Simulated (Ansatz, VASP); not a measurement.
**One calculation of SnSe, two programs**

The input INCAR:

```
PREC     = Accurate       # precision mode
ENCUT    = 520            # plane-wave cutoff, eV
EDIFF    = 1E-6           # SCF threshold, eV
ISMEAR   = -1             # smearing method
SIGMA    = 0.02           # smearing width, eV
LREAL    = False          # projectors in reciprocal space
LASPH    = True           # aspherical terms in the spheres
NELM     = 100            # most SCF steps
ALGO     = Normal         # electronic algorithm
ISIF     = 2              # what is computed and relaxed
LWAVE    = False          # write WAVECAR
LCHARG   = False          # write CHGCAR
GGA      = CA             # functional
NBANDS   = 17             # bands
```

The input KPOINTS:

```
regular mesh
0
Gamma
  9 9 9
```

Contents of POSCAR:

```
SnSe
1.0
    0.0000000000      2.9693193375      2.9693193375
    2.9693193375      0.0000000000      2.9693193375
    2.9693193375      2.9693193375      0.0000000000
Sn Se
1 1
Direct
    0.0000000000      0.0000000000      0.0000000000
    0.5000000000      0.5000000000      0.5000000000
```

Input for Ansatz:

```yaml
crystal:
  lattice:
    - [0.0, 2.9693193375, 2.9693193375]
    - [2.9693193375, 0.0, 2.9693193375]
    - [2.9693193375, 2.9693193375, 0.0]
  atoms:
    - { symbol: Sn, position: [0.0, 0.0, 0.0] }
    - { symbol: Se, position: [0.5, 0.5, 0.5] }
kpoints:
  mp_grid: { grid: [9, 9, 9] }
scf:
  occupations: { method: fermi_dirac, width: 0.02 }
hamiltonian:
  xc: lda
  pseudopotentials: { kind: all_electron, lapw: { basis_error: 0.00025 } }
output:
  forces: true
  stress: true
  eigenvalues: true
```

Change from the starting cell: volume scaled by 0.96.

Alike in both runs: task single point; functional LDA; k mesh 9 × 9 × 9; occupations fermi-dirac, width 0.02 eV; no spin polarisation.

|  | VASP | Ansatz |
| --- | --- | --- |
| version | VASP 6.6.1 | Ansatz 0.2.0 |
| potentials or method | VASP PAW LDA potentials, release 64 (Sn_d, Se), cutoff 520 eV | all-electron LAPW, scalar-relativistic |

|  | VASP | Ansatz | Ansatz less VASP |
| --- | --- | --- | --- |
| pressure (GPa) | -1.1 | -1.2 | -0.12 |

LDA's correlation is that of Perdew and Zunger in VASP and of Perdew and Wang (1992) in Ansatz. Ansatz ran all-electron here, and VASP with PAW potentials.
